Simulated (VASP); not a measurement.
# Ir (C2/m) in VASP: notebook

Runs on Ir. Level: LDA. Tasks: single point.

Program: VASP 6.6.1. These are calculated values, not measurements. Logs are shortened: lines on timing, memory, paths and dates and some standing lists are left out, and cuts for length are marked.

### 1 The cell of the first run

It takes space group C2/m (No. 12, monoclinic). The conventional cell has a = 3.811 Å, b = 3.811 Å, c = 3.811 Å, α = 90.00°, β = 90.00°, γ = 90.00°. Ir (site symmetry m) has 12 Ir at 2.52 to 2.87 Å within 3.3 Å.

### 2 Single point, LDA (atoms displaced along several vibrational modes)

Contents of INCAR:

```
ALGO     = Fast           # electronic algorithm
EDIFF    = 1E-6           # SCF threshold, eV
ENCUT    = 520            # plane-wave cutoff, eV
ISIF     = 2              # what is computed and relaxed
ISMEAR   = 0              # smearing method
LASPH    = True           # aspherical terms in the spheres
LCHARG   = False          # write CHGCAR
LREAL    = False          # projectors in reciprocal space
LWAVE    = False          # write WAVECAR
NBANDS   = 16             # bands
NELM     = 100            # most SCF steps
PREC     = Accurate       # precision mode
SIGMA    = 0.15           # smearing width, eV
```

Contents of KPOINTS:

```
k-points
0
Gamma
  16 16 12
```

Contents of POSCAR:

```
Ir
1.0
    0.0000000000     -1.9054060557     -1.9054060557
    0.0000000000      1.9054060557     -1.9054060557
    3.8108121114      0.0000000000      0.0000000000
Ir
2
Direct
    0.5100765923      0.4899234077      0.4775375963
   -0.0100765923      0.0100765923      0.0224624037
```

Potentials or basis: VASP PAW LDA potentials, release 64 (Ir).

Launch:

```
cat potpaw_LDA.64/Ir/POTCAR > POTCAR
mpirun -np 1 vasp_std > vasp.out
```

OUTCAR:

```text
EDIFF = 1E-6
   ENCUT = 520
   ISIF = 2
   ISMEAR = 0
   LASPH = True
   LREAL = False
   NELM = 100
   PREC = Accurate

 ion  position               nearest neighbor table
   1  0.510  0.490  0.478-   2 2.52   2 2.58   2 2.58   2 2.63   2 2.77   2 2.82   2 2.82   2 2.87

   2  0.990  0.010  0.022-   1 2.52   1 2.58   1 2.58   1 2.63   1 2.77   1 2.82   1 2.82   1 2.87

  LATTYP: Found a simple tetragonal cell.
 ALAT       =     2.6946510858
 C/A-ratio  =     1.4142135624

  Lattice vectors:

 A1 = (   0.0000000000,  -1.9054060557,  -1.9054060557)
 A2 = (   0.0000000000,   1.9054060557,  -1.9054060557)
 A3 = (   3.8108121114,   0.0000000000,   0.0000000000)

Analysis of symmetry for initial positions (statically):
=====================================================================
 Subroutine PRICEL returns:
 Original cell was already a primitive cell.

 Routine SETGRP: Setting up the symmetry group for a
 simple tetragonal supercell.

 Subroutine GETGRP returns: Found  4 space group operations
 (whereof  2 operations were pure point group operations)
 out of a pool of 16 trial point group operations.

The static configuration has the point symmetry C_1h.
 The point group associated with its full space group is C_2h.

Analysis of symmetry for dynamics (positions and initial velocities):
=====================================================================
 Subroutine PRICEL returns:
 Original cell was already a primitive cell.

 Routine SETGRP: Setting up the symmetry group for a
 simple tetragonal supercell.

 Subroutine GETGRP returns: Found  4 space group operations
 (whereof  2 operations were pure point group operations)
 out of a pool of 16 trial point group operations.

The dynamic configuration has the point symmetry C_1h.
 The point group associated with its full space group is C_2h.

 Subroutine INISYM returns: Found  4 space group operations
 (whereof  2 operations are pure point group operations),
 and found     1 'primitive' translations

----------------------------------------------------------------------------------------

                                     Primitive cell

  volume of cell :      27.6709

  direct lattice vectors                    reciprocal lattice vectors
     0.000000000 -1.905406056 -1.905406056     0.000000000 -0.262411258 -0.262411258
     0.000000000  1.905406056 -1.905406056     0.000000000  0.262411258 -0.262411258
     3.810812111  0.000000000  0.000000000     0.262411258  0.000000000  0.000000000

  length of vectors
[... 83 lines left out ...]
   LREAL  =      F    real-space projection
   EDIFFG = 0.1E-04   stopping-criterion for IOM
   NSW    =      0    number of steps for IOM
   IBRION =     -1    ionic relax: 0-MD 1-quasi-New 2-CG
   NFREE  =      0    steps in history (QN), initial steepest desc. (CG)
   ISIF   =      2    stress and relaxation
   ISYM   =      2    0-nonsym 1-usesym 2-fastsym
   POTIM  = 0.5000    time-step for ionic-motion
   TEBEG  =    0.0;   TEEND  =   0.0 temperature during run
   PSTRESS=    0.0 pullay stress
   NELECT =      18.0000    total number of electrons
   NUPDOWN=      -1.0000    fix difference up-down
   EMIN   =  10.00;   EMAX   =-10.00  energy-range for DOS
   EFERMI =   0.00;   METHOD = LEGACY
   ISMEAR =     0;   SIGMA  =   0.15  broadening in eV -4-tet -1-fermi 0-gaus
   EFERMI_NEDOS =   21; number of points for ismear=-14 and -15
   IALGO  =     68    algorithm
   IMIX   =      4    mixing-type and parameters
     AMIX     =   0.40;   BMIX     =  1.00
     AMIX_MAG =   1.60;   BMIX_MAG =  1.00
  volume/ion in A,a.u.               =      13.84        93.37
  Fermi-wavevector in a.u.,A,eV,Ry     =   1.418485  2.680548 27.376284  2.012100
  Thomas-Fermi vector in A             =   2.539606
   LORBIT       =      0    0 simple, 1 ext, 2 COOP (PROOUT), +10 PAW based schemes
   GGA     = CA    functional components
   LHFCALC =     F    Hartree Fock is set to
   AEXX    =    0.0000 exact exchange contribution
   IVDW    =     0    specifies the selected vdW correction
   LEPSILON=     F    determine dielectric tensor
   LRPA    =     F    only Hartree local field effects (RPA)
 non-spin polarized calculation
 RMM-DIIS sequential band-by-band and
 Gauss-broadening in eV      SIGMA  =   0.15
  energy-cutoff  :      520.00
  volume of cell :       27.67
 maximum number of plane-waves:       776
   NGX = 11   NGY = 11   NGZ = 15

 number of electron      18.0000000 magnetization

 Free energy of the ion-electron system (eV)
  ---------------------------------------------------
  ext. energy  EPLUGINS =         0.00000000
  ---------------------------------------------------
  free energy    TOTEN  =       -20.41552964 eV

  energy without entropy =      -20.39425003  energy(sigma->0) =      -20.40488983

 E-fermi :  10.7720     XC(G=0): -14.2506

 val. band max:       10.7710933630   @ k =   0.3125  -0.3125   0.3333
 cond. band min:      10.7743918720   @ k =   0.1250  -0.3750   0.3333
 fundamental gap:      0.0032985090
 Fermi energy:        10.7719578666

 k-point     1 :       0.0000    0.0000    0.0000
  band No.  band energies     occupation
      1      -0.6357      2.00000
      2       2.4707      2.00000
      3       2.9375      2.00000
      4       6.5526      2.00000
      5       6.5836      2.00000
      6       6.7798      2.00000
[... 433 lines left out ...]
      3       5.1918      2.00000
      4       5.2991      2.00000
      5       5.9942      2.00000
      6       6.3261      2.00000
[... 8 lines left out ...]
     15      25.7479      0.00000
     16      26.4161      0.00000

 [... further k-points ...]

------------------------ aborting loop because EDIFF is reached ----------------------------------------

  FORCE on cell =-STRESS in cart. coord.  units (eV):
  Direction    XX          YY          ZZ          XY          YZ          ZX
  --------------------------------------------------------------------------------------
  -------------------------------------------------------------------------------------
  Total        1.9459028      1.6893038      1.4344000      0.8500039      0.0000000      0.0000000
  in kB      112.6702096     97.8128104     83.0535610     49.2162907      0.0000000      0.0000000
  external PRESSURE =      97.8455270 kB  Pullay stress =       0.0000000 kB

 VOLUME and BASIS-vectors are now :
 -----------------------------------------------------------------------------
  energy-cutoff  :      520.00
  volume of cell :       27.67
      direct lattice vectors                 reciprocal lattice vectors
     0.000000000 -1.905406056 -1.905406056     0.000000000 -0.262411258 -0.262411258
     0.000000000  1.905406056 -1.905406056     0.000000000  0.262411258 -0.262411258
     3.810812111  0.000000000  0.000000000     0.262411258  0.000000000  0.000000000

 POSITION                                       TOTAL-FORCE (eV/Angst)
 -----------------------------------------------------------------------------------
      1.81981     -0.03840     -1.90541         2.582088      0.744565      0.000000
      0.08560     -1.86701     -1.90541        -2.582088     -0.744565      0.000000
 -----------------------------------------------------------------------------------
    total drift:                                0.000000     -0.000000      0.000000

  FREE ENERGIE OF THE ION-ELECTRON SYSTEM (eV)
  ---------------------------------------------------
  free  energy   TOTEN  =       -20.4155296353 eV

  energy  without entropy=      -20.3942500307  energy(sigma->0) =      -20.40488983
```

Run time: 3.3 min. Hardware: 1 thread of Intel Xeon Platinum 8488C (Sapphire Rapids), shared host; peak memory 0.4 GiB.

What came out:

- Free energy: -20.4155 eV
- Pressure: 9.8 GPa
- Largest force: 2.687 eV/Å
- Band gap on the k mesh: zero (bands 9 and 10 overlap by 2.86 eV)

Forces on the atoms (eV/Å):
```
Ir   2.582  0.745  0.000
Ir  -2.582 -0.745  0.000
```

Caveat: the cell differs from its parent crystal (atoms displaced along several vibrational modes); the cell stands under pressure; spin-orbit coupling is left out, which moves the levels of the heavy elements; forces of over 1 eV/Å act on the atoms, so gaps and moduli don't describe the material at rest.

### 3 Single point, LDA (atoms displaced along several vibrational modes)

Contents of INCAR:

```
SYSTEM = Ir
ALGO = Fast
EDIFF = 1E-6
ENCUT = 520
ISIF = 2
ISMEAR = 0
LASPH = .TRUE.
LCHARG = .FALSE.
LREAL = .FALSE.
LWAVE = .FALSE.
NBANDS = 16
NELM = 60
PREC = Accurate
SIGMA = 0.15
```

Contents of KPOINTS:

```
k-points
0
G
  16 16 12
  0 0 0
```

Contents of POSCAR:

```
Ir
1.0
    0.0000000000     -1.9054060557     -1.9054060557
    0.0000000000      1.9054060557     -1.9054060557
    3.8108121114      0.0000000000      0.0000000000
Ir
2
Direct
    0.5151148885      0.4848851115      0.4719219954
   -0.0151148885      0.0151148885      0.0280780046
```

Potentials or basis: VASP PAW LDA potentials, release 64 (Ir).

Launch:

```
cat potpaw_LDA.64/Ir/POTCAR > POTCAR
mpirun -np 1 vasp_std > vasp.out
```

OUTCAR:

```text
SYSTEM = Ir
   EDIFF = 1E-6
   ENCUT = 520
   ISIF = 2
   ISMEAR = 0
   LASPH = .TRUE.
   LREAL = .FALSE.
   NELM = 60
   PREC = Accurate

 ion  position               nearest neighbor table
   1  0.515  0.485  0.472-   2 2.46   2 2.55   2 2.55   2 2.64   2 2.77   2 2.85   2 2.85   2 2.93

   2  0.985  0.015  0.028-   1 2.46   1 2.55   1 2.55   1 2.64   1 2.77   1 2.85   1 2.85   1 2.93

  LATTYP: Found a simple tetragonal cell.
 ALAT       =     2.6946510858
 C/A-ratio  =     1.4142135624

  Lattice vectors:

 A1 = (   0.0000000000,  -1.9054060557,  -1.9054060557)
 A2 = (   0.0000000000,   1.9054060557,  -1.9054060557)
 A3 = (   3.8108121114,   0.0000000000,   0.0000000000)

Analysis of symmetry for initial positions (statically):
=====================================================================
 Subroutine PRICEL returns:
 Original cell was already a primitive cell.

 Routine SETGRP: Setting up the symmetry group for a
 simple tetragonal supercell.

 Subroutine GETGRP returns: Found  4 space group operations
 (whereof  2 operations were pure point group operations)
 out of a pool of 16 trial point group operations.

The static configuration has the point symmetry C_1h.
 The point group associated with its full space group is C_2h.

Analysis of symmetry for dynamics (positions and initial velocities):
=====================================================================
 Subroutine PRICEL returns:
 Original cell was already a primitive cell.

 Routine SETGRP: Setting up the symmetry group for a
 simple tetragonal supercell.

 Subroutine GETGRP returns: Found  4 space group operations
 (whereof  2 operations were pure point group operations)
 out of a pool of 16 trial point group operations.

The dynamic configuration has the point symmetry C_1h.
 The point group associated with its full space group is C_2h.

 Subroutine INISYM returns: Found  4 space group operations
 (whereof  2 operations are pure point group operations),
 and found     1 'primitive' translations

[... 117 lines left out ...]
  Thomas-Fermi vector in A             =   2.539606
   LORBIT       =      0    0 simple, 1 ext, 2 COOP (PROOUT), +10 PAW based schemes
   GGA     = CA    functional components
   LHFCALC =     F    Hartree Fock is set to
   AEXX    =    0.0000 exact exchange contribution
   IVDW    =     0    specifies the selected vdW correction
   LEPSILON=     F    determine dielectric tensor
   LRPA    =     F    only Hartree local field effects (RPA)
 non-spin polarized calculation
 RMM-DIIS sequential band-by-band and
 Gauss-broadening in eV      SIGMA  =   0.15
  energy-cutoff  :      520.00
  volume of cell :       27.67
 maximum number of plane-waves:       776
   NGX = 11   NGY = 11   NGZ = 15

 number of electron      18.0000001 magnetization

 Free energy of the ion-electron system (eV)
  ---------------------------------------------------
  ext. energy  EPLUGINS =         0.00000000
  ---------------------------------------------------
  free energy    TOTEN  =       -20.25021919 eV

  energy without entropy =      -20.22937336  energy(sigma->0) =      -20.23979627

 E-fermi :  10.8136     XC(G=0): -14.2395

 val. band max:       10.8132067156   @ k =   0.0625   0.0000   0.3333
 cond. band min:      10.8146535912   @ k =  -0.1250   0.2500   0.2500
 fundamental gap:      0.0014468756
 Fermi energy:        10.8135876789

 k-point     1 :       0.0000    0.0000    0.0000
  band No.  band energies     occupation
      1      -0.6324      2.00000
      2       2.4376      2.00000
      3       2.8548      2.00000
      4       6.4694      2.00000
      5       6.5212      2.00000
      6       6.8803      2.00000
[... 433 lines left out ...]
      3       5.1546      2.00000
      4       5.2615      2.00000
      5       6.0232      2.00000
      6       6.4950      2.00000
[... 8 lines left out ...]
     15      25.9042      0.00000
     16      26.8635      0.00000

 [... further k-points ...]

------------------------ aborting loop because EDIFF is reached ----------------------------------------

  FORCE on cell =-STRESS in cart. coord.  units (eV):
  Direction    XX          YY          ZZ          XY          YZ          ZX
  --------------------------------------------------------------------------------------
  -------------------------------------------------------------------------------------
  Total        2.8760222      2.5580833      1.9388664      1.5929414      0.0000000      0.0000000
  in kB      166.5252892    148.1162320    112.2627937     92.2333054      0.0000000      0.0000000
  external PRESSURE =     142.3014383 kB  Pullay stress =       0.0000000 kB

 VOLUME and BASIS-vectors are now :
 -----------------------------------------------------------------------------
  energy-cutoff  :      520.00
  volume of cell :       27.67
      direct lattice vectors                 reciprocal lattice vectors
     0.000000000 -1.905406056 -1.905406056     0.000000000 -0.262411258 -0.262411258
     0.000000000  1.905406056 -1.905406056     0.000000000  0.262411258 -0.262411258
     3.810812111  0.000000000  0.000000000     0.262411258  0.000000000  0.000000000

 POSITION                                       TOTAL-FORCE (eV/Angst)
 -----------------------------------------------------------------------------------
      1.79841     -0.05760     -1.90541         3.412315      1.226116      0.000000
      0.10700     -1.84781     -1.90541        -3.412315     -1.226116      0.000000
 -----------------------------------------------------------------------------------
    total drift:                                0.000000     -0.000000     -0.000000

  FREE ENERGIE OF THE ION-ELECTRON SYSTEM (eV)
  ---------------------------------------------------
  free  energy   TOTEN  =       -20.2502191917 eV

  energy  without entropy=      -20.2293733556  energy(sigma->0) =      -20.23979627
```

OSZICAR:

```text
N       E                     dE             d eps       ncg     rms          rms(c)
DAV:   1     0.150033310341E+03    0.15003E+03   -0.82523E+03 26464   0.113E+03
DAV:   2    -0.174575090907E+02   -0.16749E+03   -0.15097E+03 26448   0.316E+02
DAV:   3    -0.213821608549E+02   -0.39247E+01   -0.38787E+01 36696   0.596E+01
DAV:   4    -0.214292389674E+02   -0.47078E-01   -0.47068E-01 30512   0.542E+00
[... 12 lines left out ...]
RMM:  17    -0.202502603766E+02   -0.22113E-04   -0.15304E-04 52445   0.116E-01    0.453E-02
RMM:  18    -0.202502429195E+02    0.17457E-04   -0.79590E-06 31308   0.185E-02    0.328E-02
RMM:  19    -0.202502207601E+02    0.22159E-04   -0.14438E-04 52520   0.836E-02    0.222E-02
RMM:  20    -0.202502192560E+02    0.15041E-05   -0.18202E-06 20755   0.131E-02    0.139E-02
RMM:  21    -0.202502191917E+02    0.64327E-07   -0.46831E-06 26605   0.150E-02
   1 F= -.20250219E+02 E0= -.20239796E+02  d E =-.208458E-01
```

Wall time 3.4 min (1 thread of Intel Xeon 6975P-C (Granite Rapids), shared host); peak memory 0.39 GiB.

Results:

| Property | Result |
| --- | --- |
| Free energy | -20.2502 eV |
| Pressure | 14.2 GPa |
| Largest force | 3.626 eV/Å |
| Band gap on the k mesh | zero (bands 9 and 10 overlap by 2.69 eV) |

Forces on the atoms (eV/Å):
```
Ir   3.412  1.226  0.000
Ir  -3.412 -1.226  0.000
```

Caveat: the cell differs from its parent crystal (atoms displaced along several vibrational modes); the stress differs along the axes, from 11 to 17 GPa; spin-orbit coupling is left out, which moves the levels of the heavy elements; forces of over 1 eV/Å act on the atoms, so gaps and moduli don't describe the material at rest.

### 4 Single point, LDA (atoms displaced along several vibrational modes)

Contents of INCAR:

```
PREC     = Accurate       # precision mode
ENCUT    = 520            # plane-wave cutoff, eV
EDIFF    = 1E-7           # SCF threshold, eV
ISMEAR   = 0              # smearing method
SIGMA    = 0.15           # smearing width, eV
LREAL    = False          # projectors in reciprocal space
LASPH    = True           # aspherical terms in the spheres
NELM     = 80             # most SCF steps
ALGO     = Fast           # electronic algorithm
ISIF     = 2              # what is computed and relaxed
LWAVE    = False          # write WAVECAR
LCHARG   = False          # write CHGCAR
NBANDS   = 16             # bands
```

Contents of KPOINTS:

```
Automatic mesh
0
Gamma
  16 16 12
```

Contents of POSCAR:

```
Ir
1.0
    0.0000000000     -1.9054060557     -1.9054060557
    0.0000000000      1.9054060557     -1.9054060557
    3.8108121114      0.0000000000      0.0000000000
Ir
2
Direct
    0.5050382962      0.4949617038      0.4831531972
   -0.0050382962      0.0050382962      0.0168468028
```

Launch:

```
cat potpaw_LDA.64/Ir/POTCAR > POTCAR
mpirun -np 1 vasp_std > vasp.out
```

It took 3.8 min on 1 thread of Intel Xeon 6975P-C (Granite Rapids), shared host; peak memory 0.4 GiB.

Results (log left out):

```yaml
Free_energy: -20.5310 eV
Pressure: 6.5 GPa
Largest_force: 1.894 eV/Å
Band_gap_on_the_k_mesh: zero (bands 9 and 10 overlap by 3.03 eV)
```

Forces on the atoms (eV/Å):
```
Ir   1.862  0.348  0.000
Ir  -1.862 -0.348  0.000
```

Stress tensor (GPa, compression positive):
```
7.25 1.84 0.00
1.84 6.30 0.00
0.00 0.00 5.95
```

Levels at points of the mesh, in eV from the Fermi level:
| k point | band 6 | band 7 | band 8 | band 9 | band 10 | band 11 | band 12 | band 13 |
| --- | --- | --- | --- | --- | --- | --- | --- | --- |
| (0.00, 0.00, 0.00) | -4.03 | -1.36 | -1.35 | 0.92 | 1.47 | 1.49 | 1.96 | 10.63 |
| (0.50, 0.00, 0.00) | -4.47 | -2.89 | -2.87 | -1.27 | -1.05 | 2.84 | 3.03 | 11.27 |
| (0.50, 0.50, 0.00) | 0.88 | 1.42 | 1.43 | 1.47 | 1.48 | 1.73 | 1.79 | 10.62 |
| (0.00, 0.00, 0.50) | -2.56 | -2.45 | -2.28 | -1.55 | -1.55 | -0.70 | 0.11 | 16.69 |
| (0.50, 0.00, 0.50) | -4.12 | -0.86 | -0.81 | 0.85 | 0.93 | 0.96 | 0.97 | 7.33 |
| (0.50, 0.50, 0.50) | -4.59 | -1.80 | -1.79 | 1.48 | 1.49 | 8.18 | 8.30 | 8.51 |

Caveat: the cell differs from its parent crystal (atoms displaced along several vibrational modes); the cell stands under pressure; spin-orbit coupling is left out, which moves the levels of the heavy elements; forces of over 1 eV/Å act on the atoms, so gaps and moduli don't describe the material at rest.

### 5 Overview

```tsv
cell	further INCAR settings	gap on the mesh (eV)	pressure (GPa)	largest force (eV/Å)
as given, atomic positions A	ALGO = Fast; EDIFF = 1e-06; NBANDS = 16	none	9.8	2.69
as given, atomic positions B	ALGO = Fast; EDIFF = 1e-06; NBANDS = 16	none	14.2	3.63
as given, atomic positions C	ALGO = Fast; EDIFF = 1e-07; NBANDS = 16	none	6.5	1.89
```

Alike in all rows: task single point; level LDA; potentials or basis VASP PAW LDA potentials, release 64 (Ir); no spin polarisation; k mesh 16 × 16 × 12; cutoff (eV) 520; smearing gaussian 0.15 eV.

Caveats: spin-orbit coupling is left out, which moves the levels of the heavy elements; forces of over 1 eV/Å act on the atoms, so gaps and moduli don't describe the material at rest; the cell stands under pressure (at least some runs); the stress differs along the axes, from 11 to 17 GPa (at least some runs).

Absolute energies hang on the potentials; compare differences alone.
